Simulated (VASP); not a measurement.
# KCl (Fm-3m) in VASP: a series of runs, part 2 of 2

VASP 6.6.1. Earlier steps stand in the parts before.

**4. Single point, PBE-based screened hybrid with 15 % exact exchange**

File POSCAR:

```
KCl
1.0
    0.0000000000      3.1464700000      3.1464700000
    3.1464700000      0.0000000000      3.1464700000
    3.1464700000      3.1464700000      0.0000000000
K Cl
1 1
Direct
    0.0000000000      0.0000000000      0.0000000000
    0.5000000000      0.5000000000      0.5000000000
```

File INCAR.step1:

```
SYSTEM = KCl
PREC = Accurate
ENCUT = 520
EDIFF = 1E-5
ISMEAR = -1
SIGMA = 0.05
LREAL = .False.
LASPH = .True.
NELM = 100
ALGO = Normal
ISIF = 2
LWAVE = .True.
NBANDS = 15
GGA = PE
```

File INCAR.step2:

```
SYSTEM = KCl
PREC = Accurate
ENCUT = 520
EDIFF = 1E-6
ISMEAR = -1
SIGMA = 0.05
LREAL = .False.
LASPH = .True.
NELM = 100
ALGO = Normal
ISIF = 2
LWAVE = .False.
LCHARG = .True.
GGA = PE
LHFCALC = .True.
AEXX = 0.15
HFSCREEN = 0.2
PRECFOCK = Normal
LELF = .True.
LVHAR = .True.
NBANDS = 15
ISTART = 1
```

File KPOINTS:

```
Automatic mesh
0
Gamma
  4 4 4
  0 0 0
```

Potentials or basis: VASP PAW PBE potentials, release 64 (K_sv, Cl).

Launch:

```
> cat potpaw_PBE.64/K_sv/POTCAR potpaw_PBE.64/Cl/POTCAR > POTCAR
> cp INCAR.step1 INCAR
> mpirun -np 1 vasp_std > vasp.out
> cp INCAR.step2 INCAR
> mpirun -np 1 vasp_std > vasp.out
```

OUTCAR:

```text
SYSTEM = KCl
   PREC = Accurate
   ENCUT = 520
   EDIFF = 1E-6
   ISMEAR = -1
   LREAL = .False.
   LASPH = .True.
   NELM = 100
   ISIF = 2
   GGA = PE
   LHFCALC = .True.
   AEXX = 0.15
   HFSCREEN = 0.2
   PRECFOCK = Normal
   ISTART = 1

 ion  position               nearest neighbor table
   1  0.000  0.000  0.000-   2 3.15   2 3.15   2 3.15   2 3.15   2 3.15   2 3.15
   2  0.500  0.500  0.500-   1 3.15   1 3.15   1 3.15   1 3.15   1 3.15   1 3.15

  LATTYP: Found a face centered cubic cell.
 ALAT       =     6.2929400000

  Lattice vectors:

 A1 = (   0.0000000000,   3.1464700000,   3.1464700000)
 A2 = (   3.1464700000,   0.0000000000,   3.1464700000)
 A3 = (   3.1464700000,   3.1464700000,   0.0000000000)

Analysis of symmetry for initial positions (statically):
=====================================================================
 Subroutine PRICEL returns:
 Original cell was already a primitive cell.

 Routine SETGRP: Setting up the symmetry group for a
 face centered cubic supercell.

 Subroutine GETGRP returns: Found 48 space group operations
 (whereof 48 operations were pure point group operations)
[... 167 lines left out ...]
      4     -13.5304      2.00000
      5     -13.5304      2.00000
      6      -2.4403      2.00000
      7      -2.4403      2.00000
      8      -2.4403      2.00000
      9       3.5411      0.00000
     10       6.8756      0.00000
     11       6.8756      0.00000
     12       6.8756      0.00000
     13       7.8304      0.00000
     14       7.8304      0.00000
[... 113 lines left out ...]
      2     -15.2312      2.00000
      3     -13.6310      2.00000
      4     -13.6310      2.00000
      5     -13.4457      2.00000
      6      -2.9405      2.00000
      7      -2.9314      2.00000
      8      -2.9314      2.00000
      9       6.4663      0.00000
     10       6.4663      0.00000
     11       7.9502      0.00000
     12       8.4647      0.00000
     13      10.4630      0.00000
     14      10.4687      0.00000
     15      10.6165      0.00000

------------------------ aborting loop because EDIFF is reached ----------------------------------------

  FORCE on cell =-STRESS in cart. coord.  units (eV):
  Direction    XX          YY          ZZ          XY          YZ          ZX
  --------------------------------------------------------------------------------------
  -------------------------------------------------------------------------------------
  Total        0.2358141      0.2358141      0.2358141      0.0000000      0.0000000      0.0000000
  in kB        6.0642833      6.0642833      6.0642833      0.0000000      0.0000000      0.0000000
  external PRESSURE =       6.0642833 kB  Pullay stress =       0.0000000 kB

 VOLUME and BASIS-vectors are now :
 -----------------------------------------------------------------------------
  energy-cutoff  :      520.00
  volume of cell :       62.30
      direct lattice vectors                 reciprocal lattice vectors
     0.000000000  3.146470000  3.146470000    -0.158908237  0.158908237  0.158908237
     3.146470000  0.000000000  3.146470000     0.158908237 -0.158908237  0.158908237
     3.146470000  3.146470000  0.000000000     0.158908237  0.158908237 -0.158908237

 POSITION                                       TOTAL-FORCE (eV/Angst)
 -----------------------------------------------------------------------------------
      0.00000      0.00000      0.00000         0.000000     -0.000000     -0.000000
      3.14647      3.14647      3.14647         0.000000      0.000000      0.000000
 -----------------------------------------------------------------------------------
    total drift:                               -0.000000     -0.000001     -0.000000

  FREE ENERGIE OF THE ION-ELECTRON SYSTEM (eV)
  ---------------------------------------------------
  free  energy   TOTEN  =        -7.4453499233 eV

  energy  without entropy=       -7.4453499233  energy(sigma->0) =       -7.44534992
```

It took 5.6 min on 1 thread of Intel Xeon Platinum 8259CL at 2.50GHz (Skylake/Cascade Lake), shared host; peak memory 0.31 GiB.

What came out:

```
Free energy            : -7.4453 eV
Pressure               : 0.6 GPa
Band gap on the k mesh : 5.98 eV
```

Levels at points of the mesh, in eV from the valence-band top:
| k point | band 5 | band 6 | band 7 | band 8 | band 9 | band 10 | band 11 | band 12 |
| --- | --- | --- | --- | --- | --- | --- | --- | --- |
| (0.00, 0.00, 0.00) | -11.09 | 0.00 | 0.00 | 0.00 | 5.98 | 9.32 | 9.32 | 9.32 |
| (0.50, 0.00, 0.00) | -10.86 | -1.08 | -0.33 | -0.33 | 8.39 | 9.52 | 11.62 | 11.62 |
| (0.50, 0.50, 0.00) | -11.15 | -0.68 | -0.23 | -0.23 | 7.36 | 9.24 | 10.94 | 11.32 |

Caveat: the k points lie up to 0.43 Å⁻¹ apart; the PAW data sets were made with another functional, which shifts forces and pressure a little.

**5. Single point, PBE-based screened hybrid with 20 % exact exchange**

POSCAR is that of step 4.

File INCAR.step1:

```
PREC = Accurate ; ENCUT = 520
EDIFF = 1E-5 ; ISMEAR = -1
SIGMA = 0.05 ; LREAL = F
LASPH = T ; NELM = 60
ALGO = Normal ; ISIF = 2
LWAVE = T ; NBANDS = 15
GGA = PE
```

File INCAR.step2:

```
PREC = Accurate ; ENCUT = 520
EDIFF = 1E-6 ; ISMEAR = -1
SIGMA = 0.05 ; LREAL = F
LASPH = T ; NELM = 60
ALGO = Normal ; ISIF = 2
LWAVE = F ; LCHARG = T
GGA = PE ; LHFCALC = T
AEXX = 0.2 ; HFSCREEN = 0.2
PRECFOCK = Normal ; LELF = T
LVHAR = T ; NBANDS = 15
ISTART = 1
```

File KPOINTS:

```
Automatic mesh
0
Gamma
  4 4 4
```

Launch:

```
> cat potpaw_PBE.64/K_sv/POTCAR potpaw_PBE.64/Cl/POTCAR > POTCAR
> cp INCAR.step1 INCAR
> mpirun -np 1 vasp_std > vasp.out
> cp INCAR.step2 INCAR
> mpirun -np 1 vasp_std > vasp.out
```

Run time: 5.6 min. Hardware: 1 thread of Intel Xeon Platinum 8259CL at 2.50GHz (Skylake/Cascade Lake), shared host; peak memory 0.31 GiB.

It converged, with:

```
Free energy            : -7.6627 eV
Pressure               : 0.5 GPa
Band gap on the k mesh : 6.25 eV
```

Levels at points of the mesh, in eV from the valence-band top:
```tsv
k point	band 4	band 5	band 6	band 7	band 8	band 9	band 10	band 11	band 12	band 13
(0.00, 0.00, 0.00)	-11.23	-11.23	0.00	0.00	0.00	6.25	9.63	9.63	9.63	10.61
(0.50, 0.00, 0.00)	-11.24	-11.00	-1.09	-0.33	-0.33	8.65	9.82	11.98	11.98	12.62
(0.50, 0.50, 0.00)	-11.29	-11.29	-0.69	-0.24	-0.24	7.64	9.54	11.23	11.69	12.08
```

Caveat: the k points lie up to 0.43 Å⁻¹ apart; the PAW data sets were made with another functional, which shifts forces and pressure a little.

**6. Overview**

| level | share of exact exchange | gap on the mesh (eV) | pressure (GPa) |
| --- | --- | --- | --- |
| PBE-based screened hybrid with 5 % exact exchange | 0.05 | 5.45 | 0.7 |
| PBE-based screened hybrid with 10 % exact exchange | 0.1 | 5.71 | 0.7 |
| PBE-based screened hybrid with 15 % exact exchange | 0.15 | 5.98 | 0.6 |
| PBE-based screened hybrid with 20 % exact exchange | 0.2 | 6.25 | 0.5 |

Alike in all rows: task single point; potentials or basis VASP PAW PBE potentials, release 64 (K_sv, Cl); no spin polarisation; cell as given; k mesh 4 × 4 × 4; cutoff (eV) 520; smearing fermi-dirac 0.05 eV.

Caveats: all runs use coarse meshes; the PAW data sets were made with another functional, which shifts forces and pressure a little.

Total energies depend on the potentials used, so only differences within one code and one set of settings carry meaning.
